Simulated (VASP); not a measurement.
**CaSe: G0W0 quasiparticle levels with PBE**

CaSe:

```xyz
2
Lattice="3.6348 0.0000 0.0000 0.0000 3.6348 0.0000 0.0000 0.0000 3.6348" Properties=species:S:1:pos:R:3 pbc="T T T"
Ca    0.0000    0.0000    0.0000
Se    1.8174    1.8174    1.8174
```

```
Program                         : VASP 6.6.1
Task                            : G0W0 quasiparticle levels
Functional                      : PBE
Potentials or basis             : VASP PAW PBE potentials, release 64 (Ca_sv_GW, Se_GW)
Cutoff                          : 500 eV
k mesh                          : 4 × 4 × 4
Occupations                     : gaussian, width 0.01 eV
Spin                            : no spin polarisation
Dipole correction               : no
GW scheme                       : G0W0
GW iterations                   : 1
Cutoff of the response function : 180
Frequency points                : 48
Empty bands                     : 263
Further INCAR settings          : ALGO = EVGW0; EDIFF = 1e-08; NBANDS = 271
```

- Band gap on the k mesh, mean-field level: 0.74 eV, direct
- Quasiparticle gap: 2.10 eV
- Least direct quasiparticle gap: 2.10 eV

Levels at points of the mesh, in eV from the valence-band top:
```tsv
k point	band 6	band 7	band 8	band 9	band 10	band 11
(0.00, 0.00, 0.00)	-0.87	-0.87	-0.87	1.06	1.06	2.06
(0.50, 0.00, 0.00)	-4.92	-1.05	-1.05	1.98	4.58	4.59
(0.50, 0.50, 0.00)	-3.57	-3.57	0.00	0.74	2.90	3.13
(0.50, 0.50, 0.50)	-3.71	-3.71	-3.71	3.81	3.81	3.81
```

It took 3 min on 1 thread of Intel(R) Xeon(R) 6975P-C (Granite Rapids) (shared host), peak memory 0.64 GiB.

Caveat: the k points lie up to 0.43 Å⁻¹ apart; bands, screening cutoff and mesh are small and nothing is extrapolated, so the quasiparticle values aren't converged. A k mesh can miss the band edges.
